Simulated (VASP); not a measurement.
# Si7O16 (a cell with a defect): single point with PBE+D3(BJ)

The system is Si7O16 (a cell with a defect).

```xyz
23
Lattice="-4.1790 -4.1790 0.0000 4.1790 -4.1790 0.0000 0.0000 0.0000 5.3298" Properties=species:S:1:pos:R:3 pbc="T T T"
Si   -0.0507   -4.1331   -0.0207
Si   -0.0331   -4.1464    2.6690
Si    2.4536   -2.4621    5.7665
Si    0.1448   -0.1455   -0.0041
Si   -2.1126   -2.0678    1.3507
Si    0.0081   -0.0101    2.7206
Si   -2.1146   -2.0667    4.0034
O     1.0565   -2.9128   -0.0564
O     0.8086   -0.8108    1.3965
O    -1.2706   -5.2399   -0.0420
O     3.3978   -3.3986    1.3340
O     1.2012   -2.9689    2.5568
O     0.8185   -0.8193    3.9467
O    -1.2111   -5.3806    2.5733
O     3.3698   -3.3713    4.1754
O    -2.8964   -2.8984    0.0193
O     0.8033   -4.9825    1.3091
O    -1.2819   -1.2842    0.0182
O    -0.8638   -3.3162    1.3555
O    -2.9599   -2.8540    2.6785
O     0.7947   -4.9775    4.0014
O    -1.3268   -1.2211    2.6791
O    -0.8685   -3.3148    3.9623
```

| Property | Result |
| --- | --- |
| Program | VASP 6.6.1 |
| Task | single point |
| Functional | PBE |
| Dispersion | D3(BJ) |
| Potentials or basis | VASP PAW PBE potentials, release 64 (Si, O) |
| Cutoff | 520 eV |
| k mesh | 2 × 2 × 3 |
| Occupations | gaussian, width 0.02 eV |
| Spin | no spin polarisation |

| Item | Value |
| --- | --- |
| Pressure | 14.7 GPa |
| Largest force | 0.093 eV/Å |
| Band gap on the k mesh | zero (band 62 reaches 6.53 eV, above the bottom of band 63 at 6.42 eV) |
| Dispersion energy per atom | -0.216 eV |

Forces on the atoms (eV/Å):
```
Si  -0.011  0.020 -0.002
Si  -0.005  0.005  0.018
Si  -0.022  0.040  0.019
Si   0.001  0.000  0.030
Si  -0.001  0.002  0.010
Si  -0.049  0.055 -0.057
Si  -0.006  0.006  0.004
O   -0.040 -0.026  0.010
O    0.035 -0.036  0.007
O    0.023  0.030 -0.007
O    0.027 -0.033  0.025
O    0.046  0.050 -0.011
O    0.051 -0.050  0.004
O   -0.054 -0.052 -0.015
O   -0.015  0.015 -0.012
O   -0.011 -0.020  0.001
O    0.002 -0.006 -0.008
O    0.019  0.012  0.003
O   -0.001  0.000  0.001
O   -0.011 -0.015 -0.002
O    0.014 -0.014  0.000
O    0.016  0.011 -0.005
O   -0.006  0.008 -0.013
```

Stress tensor (GPa, compression positive):
```
17.91  2.22  2.91
 2.22 17.88 -2.76
 2.91 -2.76  8.45
```

Levels at points of the mesh, in eV from the Fermi level:
| k point | band 58 | band 59 | band 60 | band 61 | band 62 | band 63 | band 64 | band 65 | band 66 | band 67 |
| --- | --- | --- | --- | --- | --- | --- | --- | --- | --- | --- |
| (0.00, 0.00, 0.00) | -0.68 | -0.64 | -0.15 | 0.00 | 0.07 | 0.13 | 0.62 | 5.84 | 6.81 | 7.36 |
| (0.50, 0.00, 0.00) | -1.06 | -0.76 | -0.42 | -0.23 | -0.22 | 0.20 | 0.23 | 6.71 | 7.20 | 7.25 |
| (0.00, 0.50, 0.00) | -0.56 | -0.51 | -0.43 | -0.25 | -0.02 | 0.02 | 0.05 | 6.45 | 7.23 | 8.01 |
| (0.50, 0.50, 0.00) | -0.60 | -0.29 | -0.24 | -0.11 | 0.04 | 0.08 | 0.19 | 7.01 | 7.48 | 8.19 |

It took 4.9 min on 1 thread of Intel(R) Xeon(R) Platinum 8259CL CPU @ 2.50GHz (Skylake/Cascade Lake) (shared host), peak memory 0.31 GiB.

Caveat: the k points lie up to 0.53 Å⁻¹ apart.
